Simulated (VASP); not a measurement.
Crystal: SnO.

```
Sn O
1.0
     3.81370    0.00000    0.00000
     0.00000    3.81370    0.00000
     0.00000    0.00000    4.88691
Sn O
2 2
Direct
  0.00000 0.50000 0.23537
  0.50000 0.00000 0.76463
  0.50000 0.50000 0.00000
  0.00000 0.00000 0.00000
```

| Quantity | Value |
| --- | --- |
| Program | VASP 6.6.1 |
| Task | relaxation of cell and atoms |
| Functional | PBEsol |
| Potentials or basis | VASP PAW PBE potentials, release 64 (Sn_d, O) |
| Cutoff | 600 eV |
| k mesh | 10 × 10 × 8 |
| Occupations | gaussian, width 0.01 eV |
| Spin | no spin polarisation |

At the start: pressure -0.4 GPa; volume 17.77 Å³/atom.

Q: How do energy, volume and symmetry change on relaxing?

A: Over 13 steps the energy falls by 2.7 meV/atom and the volume is 17.15 Å³/atom (-3.5 %); space group P4/nmm (No. 129, to 0.1 Å) before and after.

Step by step:
| step | energy change (eV) | largest force (eV/Å) | pressure (GPa) | volume (Å³) |
| --- | --- | --- | --- | --- |
| 1 | 0.0000 | 0.1551 | -0.35 | 71.08 |
| 2 | -0.0027 | 0.0957 | -0.31 | 70.68 |
| 3 | -0.0058 | 0.0399 | -0.17 | 69.69 |
| 4 | -0.0080 | 0.0212 | 0.20 | 69.18 |
| 5 | -0.0088 | 0.0775 | 0.55 | 68.70 |
| 6 | -0.0103 | 0.0184 | 0.12 | 68.71 |
| 7 | -0.0106 | 0.0235 | -0.16 | 68.72 |
| 8 | -0.0106 | 0.0195 | -0.15 | 68.72 |
| 9 | -0.0106 | 0.0044 | -0.08 | 68.63 |
| 10 | -0.0106 | 0.0057 | -0.03 | 68.57 |
| 11 | -0.0106 | 0.0045 | -0.03 | 68.58 |
| 12 | -0.0106 | 0.0006 | -0.05 | 68.60 |
| 13 | -0.0106 | 0.0011 | -0.02 | 68.59 |

Final structure:
```
CELL_PARAMETERS angstrom
3.80699 0.00000 0.00000
0.00000 3.80699 0.00000
0.00000 0.00000 4.73281
ATOMIC_POSITIONS crystal
Sn 0.00000 0.50000 0.24407
Sn 0.50000 0.00000 0.75593
O 0.50000 0.50000 0.00000
O 0.00000 0.00000 0.00000
```

Caveat: the PAW data sets were made with another functional, which shifts forces and pressure a little.
